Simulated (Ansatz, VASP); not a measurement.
## One calculation of LiCuAuO2, two programs

```xyz
5
Lattice="1.6372 0.9452 6.4188 -1.6372 0.9452 6.4188 0.0000 -1.8905 6.4188" Properties=species:S:1:pos:R:3 pbc="T T T"
Au    0.0131   -0.0181   19.1210
Cu    0.0440   -0.0193    9.9007
O     0.0034   -0.0444    1.9113
O    -0.0009    0.0345   16.9974
Li   -0.0653    0.0050   14.5889
```

Change from the starting cell: atoms moved at random, drawn with an rms of 0.05 Å.

Alike in both runs: task single point; functional PBE; k mesh 9 × 9 × 9; occupations fermi-dirac, width 0.05 eV; no spin polarisation.

```csv
,VASP,Ansatz
version,VASP 6.6.1,Ansatz 0.2.0
potentials or method,"VASP PAW PBE potentials, release 64 (Au, Cu, O, Li_sv)",Ansatz PAW
plane-wave cutoff (eV),520,420
valence electrons in the cell,37,53
```

```csv
,VASP,Ansatz,Ansatz less VASP
gap on the k mesh at the Fermi level (eV),none,none,-
rms of the force components (eV/Å),0.391,0.380,-0.0116
```

Atom by atom the forces differ by 0.021 eV/Å (rms over components). A gap of «none» marks a metal or a gap that the smearing closes. VASP's potentials hold 37 valence electrons a cell and Ansatz's 53, so a difference there can come from the potentials and not from the codes.

Neither program's run includes spin-orbit coupling. Noted on VASP's run: the cutoff is under 1.25 times that of the potentials, so the pressure is a little rough.
